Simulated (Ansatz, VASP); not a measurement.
Two plane-wave programs on LiMg2Sn2

INCAR

```
SYSTEM = LiMg2Sn2
PREC = Accurate
ENCUT = 600
EDIFF = 1E-6
ISMEAR = 0
SIGMA = 0.1
LREAL = .FALSE.
LASPH = .TRUE.
NELM = 100
ALGO = Normal
ISIF = 3
LWAVE = .FALSE.
LCHARG = .FALSE.
GGA = PE
IBRION = 2
NSW = 60
EDIFFG = -0.01
```

File KPOINTS:

```
regular mesh
0
G
  5 5 3
  0 0 0
```

Contents of POSCAR:

```
LiMg2Sn2
1.0
    4.3911430000      0.0000000000      0.0000000000
   -2.1955710000      3.8028420000      0.0000000000
    0.0000000000      0.0000000000      7.3154570000
Mg Sn Li
2 2 1
Direct
    0.3333000000      0.6667000000      0.6286000000
    0.6667000000      0.3333000000      0.3714000000
    0.3333000000      0.6667000000      0.2571000000
    0.6667000000      0.3333000000      0.7429000000
    0.0000000000      0.0000000000      0.0000000000
```

Input for Ansatz:

```yaml
crystal:
  lattice:
    - [4.391143, 0.0, 0.0]
    - [-2.195571, 3.802842, 0.0]
    - [0.0, 0.0, 7.315457]
  atoms:
    - { symbol: Mg, position: [0.3333, 0.6667, 0.6286] }
    - { symbol: Mg, position: [0.6667, 0.3333, 0.3714] }
    - { symbol: Sn, position: [0.3333, 0.6667, 0.2571] }
    - { symbol: Sn, position: [0.6667, 0.3333, 0.7429] }
    - { symbol: Li, position: [0.0, 0.0, 0.0] }
  symmetry: { tolerance: 0.0003 }
kpoints:
  mp_grid: { grid: [5, 5, 3], shift: [0, 0, 0] }
magnetization:
  spin_polarized: false
scf:
  occupations: { method: gaussian, width: 0.1 }
hamiltonian:
  pseudopotentials: { kind: paw }
  xc: pbe
basis:
  ecutwfc: 420
output:
  forces: true
  stress: true
  eigenvalues: true
relax:
  max_steps: 40
  cell: {}
```

Alike in both runs: task relaxation of cell and atoms; functional PBE; k mesh 5 × 5 × 3; occupations gaussian, width 0.1 eV; no spin polarisation.

|  | VASP | Ansatz |
| --- | --- | --- |
| version | VASP 6.6.1 | Ansatz 0.2.0 |
| potentials or method | VASP PAW PBE potentials, release 64 (Mg, Sn_d, Li_sv), cutoff 600 eV | PAW plane waves |
| valence electrons in the cell | 35 | 51 |

```csv
,VASP,Ansatz,Ansatz less VASP
"gap on the k mesh at the Fermi level, each at its own relaxed structure (eV)",none,none,-
relaxed volume (Å³/atom),25.02,25.09,+0.064
relaxed cell length with the largest relative difference (Å),4.730,4.738,+0.0074
```

A gap of «none» marks a metal or a gap that the smearing closes. VASP's potentials hold 35 valence electrons a cell and Ansatz's 51, so a difference there can come from the potentials and not from the codes. Ansatz's warnings: structure snapped to symmetry.

Noted on VASP's run: the cutoff is short for stress, so the pressure is rough.
